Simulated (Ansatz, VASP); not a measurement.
This is a calculation of TePb for VASP 6.6.1.

The input INCAR:

```
  PREC = Accurate
  ENCUT = 500
  EDIFF = 1E-6
  ISMEAR = 0
  SIGMA = 0.016
  LREAL = False
  LASPH = True
  NELM = 120
  ALGO = Normal
  ISIF = 2
  LWAVE = False
  LCHARG = False
  GGA = PE
  NBANDS = 17
  GGA_COMPAT = False
```

File KPOINTS:

```
Automatic mesh
0
Gamma
  7 7 7
```

POSCAR

```
TePb
1.0
    4.0022870000      0.0000000000      0.0000000000
    0.0000000000      4.0022870000      0.0000000000
    0.0000000000      0.0000000000      4.0022870000
Pb Te
1 1
Direct
    0.0000000000      0.0000000000      0.0000000000
    0.5000000000      0.5000000000      0.5000000000
```

Potentials or basis: VASP PAW PBE potentials, release 64 (Pb_d, Te).

Launch:

```sh
$ cat potpaw_PBE.64/Pb_d/POTCAR potpaw_PBE.64/Te/POTCAR > POTCAR
$ mpirun -np 1 vasp_std > vasp.out
```

**Question.** Set up the same calculation for Ansatz 0.2.0. Potentials there: Ansatz PAW.

**Answer.** As run (the cutoff follows the program's own potentials):

The input input.yaml:

```yaml
crystal:
  lattice:
    - [4.002287, 0.0, 0.0]
    - [0.0, 4.002287, 0.0]
    - [0.0, 0.0, 4.002287]
  atoms:
    - { symbol: Pb, position: [0.0, 0.0, 0.0] }
    - { symbol: Te, position: [0.5, 0.5, 0.5] }
hamiltonian:
  xc: pbe
  pseudopotentials: { kind: paw }
kpoints:
  mp_grid: { grid: [7, 7, 7] }
scf:
  occupations: { method: gaussian, width: 0.016 }
output:
  forces: true
  stress: true
  eigenvalues: true
```

Potentials or basis: Ansatz PAW.

Run with:

```sh
$ ansatz run input.yaml --threads 2 --pin off --max-ram 5632MiB --backend cpu --events-out ev --progress --plain --runs-dir out
```

Both were run:

|  | VASP | Ansatz | Ansatz less VASP |
| --- | --- | --- | --- |
| gap on the k mesh at the Fermi level (eV) | none | none | - |
| pressure (GPa) | 0.0 | 0.1 | +0.06 |

A gap of «none» marks a metal or a gap that the smearing closes. VASP's potentials hold 20 valence electrons a cell and Ansatz's 30, so a difference there can come from the potentials and not from the codes.

Spin-orbit coupling is off throughout.
